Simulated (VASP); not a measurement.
Input of a VASP 6.6.1 run:

The input INCAR:

```
PREC     = Accurate       # precision mode
ENCUT    = 520            # plane-wave cutoff, eV
EDIFF    = 1E-6           # SCF threshold, eV
ISMEAR   = 0              # smearing method
SIGMA    = 0.05           # smearing width, eV
LREAL    = False          # projectors in reciprocal space
LASPH    = True           # aspherical terms in the spheres
NELM     = 80             # most SCF steps
ALGO     = Normal         # electronic algorithm
ISIF     = 2              # what is computed and relaxed
LWAVE    = False          # write WAVECAR
LCHARG   = True           # write CHGCAR
GGA      = PE             # functional
LELF     = True           # ELF
LVHAR    = True         
NBANDS   = 24             # bands
```

Contents of KPOINTS:

```
Automatic mesh
0
Gamma
  8 8 6
```

The input POSCAR:

```
BaTe
1.0
    4.8488408938      0.0000000000      0.0000000000
   -2.4244204469      4.1992193930      0.0000000000
    0.0000000000      0.0000000000      8.6001762635
Ba Te
2 2
Direct
    0.3333333333      0.6666666667      0.2500000000
    0.6666666667      0.3333333333      0.7500000000
    0.0000000000      0.0000000000      0.0000000000
    0.0000000000      0.0000000000      0.5000000000
```

Potentials or basis: VASP PAW PBE potentials, release 64 (Ba_sv, Te).

Command:

```bash
$ cat potpaw_PBE.64/Ba_sv/POTCAR potpaw_PBE.64/Te/POTCAR > POTCAR
$ mpirun -np 1 vasp_std > vasp.out
```

Estimate the band gap on the k mesh.

1.30 eV, indirect (least direct gap 1.63 eV).

What does it give for the pressure?

0.3 GPa.

Caveat: spin-orbit coupling is left out, which moves the levels of the heavy elements. A k mesh can miss the band edges.
